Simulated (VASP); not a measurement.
# Hf in VASP: a series of runs, part 2 of 2

VASP 6.6.1.

## Step 5: Electric field gradients, PBE (equal xy, yz and zx shear strains of +3 %)

File INCAR:

```
  ALGO = Normal
  EDIFF = 1E-8
  ENCUT = 520
  GGA = PE
  ISIF = 2
  ISMEAR = -1
  LASPH = True
  LCHARG = False
  LEFG = True
  LREAL = False
  LWAVE = False
  NBANDS = 11
  NELM = 60
  PREC = Accurate
  SIGMA = 0.03
```

File KPOINTS:

```
k-points
0
Gamma
  13 13 13
```

File POSCAR:

```
Hf
1.0
    0.0666000000      2.2533000000      2.2533000000
    2.2533000000      0.0666000000      2.2533000000
    2.2533000000      2.2533000000      0.0666000000
Hf
1
Direct
    0.0000000000      0.0000000000      0.0000000000
```

Potentials or basis: VASP PAW PBE potentials, release 64 (Hf_pv).

Command:

```bash
$ cat potpaw_PBE.64/Hf_pv/POTCAR > POTCAR
$ mpirun -np 1 vasp_std > vasp.out
```

OUTCAR:

```text
EDIFF = 1E-8
   ENCUT = 520
   GGA = PE
   ISIF = 2
   ISMEAR = -1
   LASPH = True
   LREAL = False
   NELM = 60
   PREC = Accurate

 ion  position               nearest neighbor table
   1  0.000  0.000  0.000-

  LATTYP: Found a trigonal (rhomboedric) cell.
 ALAT       =     3.1873433044
 COS(alpha) =     0.5293254421

  Lattice vectors:

 A1 = (   0.0666000000,   2.2533000000,   2.2533000000)
 A2 = (   2.2533000000,   0.0666000000,   2.2533000000)
 A3 = (   2.2533000000,   2.2533000000,   0.0666000000)

Analysis of symmetry for initial positions (statically):
=====================================================================
 Subroutine PRICEL returns:
 Original cell was already a primitive cell.

 Routine SETGRP: Setting up the symmetry group for a
 trigonal (rhombohedral) supercell.

 Subroutine GETGRP returns: Found 12 space group operations
 (whereof 12 operations were pure point group operations)
 out of a pool of 12 trial point group operations.

The static configuration has the point symmetry D_3d.

Analysis of symmetry for dynamics (positions and initial velocities):
=====================================================================
 Subroutine PRICEL returns:
 Original cell was already a primitive cell.

 Routine SETGRP: Setting up the symmetry group for a
 trigonal (rhombohedral) supercell.

 Subroutine GETGRP returns: Found 12 space group operations
 (whereof 12 operations were pure point group operations)
 out of a pool of 12 trial point group operations.

The dynamic configuration has the point symmetry D_3d.

[... 151 lines left out ...]
  band No.  band energies     occupation
      1     -25.0811      2.00000
      2     -25.0051      2.00000
      3     -25.0051      2.00000
      4      -2.3861      2.00000
      5       5.8454      0.00000
      6       6.5247      0.00000
      7       6.5247      0.00000
      8       9.2203      0.00000
      9       9.2203      0.00000
     10      16.2723      0.00000
     11      18.0467      0.00000
[... 309 lines left out ...]
 k-point    24 :       0.4615    0.1538   -0.0000
  band No.  band energies     occupation
      1     -25.8054      2.00000
      2     -25.2523      2.00000
      3     -25.2189      2.00000
      4       1.7536      2.00000
      5       4.5214      1.99999
      6       5.6056      0.00000
      7       6.7417      0.00000
      8      11.0026      0.00000
      9      11.4779      0.00000
     10      14.7854      0.00000
     11      18.0130      0.00000

 [... further k-points ...]
[... 5 lines left out ...]
  --------------------------------------------------------------------------------------
  -------------------------------------------------------------------------------------
  Total        0.4112293      0.4112293      0.4112293     -0.2699515     -0.2699515     -0.2699515
  in kB       30.1297830     30.1297830     30.1297830    -19.7786979    -19.7786979    -19.7786979
  external PRESSURE =      30.1297830 kB  Pullay stress =       0.0000000 kB

 VOLUME and BASIS-vectors are now :
 -----------------------------------------------------------------------------
  energy-cutoff  :      520.00
  volume of cell :       21.87
      direct lattice vectors                 reciprocal lattice vectors
     0.066600000  2.253300000  2.253300000    -0.231984979  0.225325123  0.225325123
     2.253300000  0.066600000  2.253300000     0.225325123 -0.231984979  0.225325123
     2.253300000  2.253300000  0.066600000     0.225325123  0.225325123 -0.231984979

 POSITION                                       TOTAL-FORCE (eV/Angst)
 -----------------------------------------------------------------------------------
      0.00000      0.00000      0.00000         0.000000     -0.000000     -0.000000
 -----------------------------------------------------------------------------------
    total drift:                               -0.000000      0.000000     -0.000000

  FREE ENERGIE OF THE ION-ELECTRON SYSTEM (eV)
  ---------------------------------------------------
  free  energy   TOTEN  =        -9.8374916117 eV

  energy  without entropy=       -9.8333205669  energy(sigma->0) =       -9.83540609

 Electric field gradients (V/A^2)
---------------------------------------------------------------------
 ion       V_xx      V_yy      V_zz      V_xy      V_xz      V_yz
---------------------------------------------------------------------
   1       0.000     0.000    -0.000   -30.758   -30.758   -30.758
---------------------------------------------------------------------

 Electric field gradients after diagonalization (V/A^2)
 (convention: |V_zz| > |V_xx| > |V_yy|)
----------------------------------------------------------------------
 ion       V_xx      V_yy      V_zz     asymmetry (V_yy - V_xx)/ V_zz
----------------------------------------------------------------------
   1      30.758    30.758   -61.516       0.000
----------------------------------------------------------------------

           NMR quadrupolar parameters

 Cq : quadrupolar parameter    Cq=e*Q*V_zz/h
 eta: asymmetry parameters     (V_yy - V_xx)/ V_zz
 Q  : nuclear electric quadrupole moment in mb (millibarn)
----------------------------------------------------------------------
 ion       Cq(MHz)       eta       Q (mb)
----------------------------------------------------------------------
   1      -0.149       0.000       1.000
----------------------------------------------------------------------
```

OSZICAR:

```text
N       E                     dE             d eps       ncg     rms          rms(c)
DAV:   1     0.131673996390E+02    0.13167E+02   -0.57671E+03  5130   0.844E+02
DAV:   2    -0.970344927467E+01   -0.22871E+02   -0.22107E+02  6449   0.156E+02
DAV:   3    -0.101578085902E+02   -0.45436E+00   -0.45152E+00  6419   0.151E+01
DAV:   4    -0.101594981767E+02   -0.16896E-02   -0.16894E-02  5747   0.113E+00
DAV:   5    -0.101595072910E+02   -0.91143E-05   -0.91132E-05  6516   0.737E-02    0.461E+01
DAV:   6    -0.992206725032E+01    0.23744E+00   -0.19874E-01  5769   0.336E+00    0.277E+01
DAV:   7    -0.984191777956E+01    0.80149E-01   -0.32318E-01  5979   0.415E+00    0.132E+00
DAV:   8    -0.983744210539E+01    0.44757E-02   -0.24994E-02  5706   0.112E+00    0.197E-01
DAV:   9    -0.983749155867E+01   -0.49453E-04   -0.42651E-04  6204   0.166E-01    0.487E-02
DAV:  10    -0.983749160163E+01   -0.42954E-07   -0.25261E-05  5815   0.387E-02    0.433E-02
DAV:  11    -0.983749161718E+01   -0.15547E-07   -0.35788E-06  6132   0.141E-02    0.201E-03
DAV:  12    -0.983749161167E+01    0.55065E-08   -0.59260E-08  6203   0.223E-03
   1 F= -.98374916E+01 E0= -.98354061E+01  d E =-.417104E-02
```

It took 20 s on 1 thread of Intel Xeon Platinum 8375C at 2.90GHz (Ice Lake), shared host; peak memory 0.18 GiB.

Results:

```yaml
Free_energy: -9.8375 eV
Pressure: 3.0 GPa
Band_gap_on_the_k_mesh: zero (band 5 reaches 5.92 eV, above the bottom of band 6 at 4.32 eV)
```

Stress tensor (GPa, compression positive):
```
 3.01 -1.98 -1.98
-1.98  3.01 -1.98
-1.98 -1.98  3.01
```

Electric field gradients, principal values (V/Å²):
```csv
atom,least,middle,greatest (by size)
1 Hf,30.758,30.758,-61.516
```

Caveat: the cell differs from its parent crystal (equal xy, yz and zx shear strains of +3 %); without QUAD_EFG the Cq values of the log hold for a quadrupole moment of 1 mb, not for the nuclei; spin-orbit coupling is left out, which moves the levels of the heavy elements.

## Step 6: Overview

```tsv
cell	gap on the mesh (eV)	pressure (GPa)
a = 3.171, b = 3.171, c = 3.140 Å, angles 60.3, 60.3, 59.3°, 1 atom	none	0.6
a = 3.171, b = 3.171, c = 3.202 Å, angles 59.7, 59.7, 60.7°, 1 atom	none	-1.5
a = 3.187 Å, angles 58.0°, 1 atom	none	3.0
```

Alike in all rows: task electric field gradients; level PBE; potentials or basis VASP PAW PBE potentials, release 64 (Hf_pv); no spin polarisation; k mesh 13 × 13 × 13; cutoff (eV) 520; smearing fermi-dirac 0.03 eV.

Caveats: spin-orbit coupling is left out, which moves the levels of the heavy elements.

Absolute energies hang on the potentials; compare differences alone.
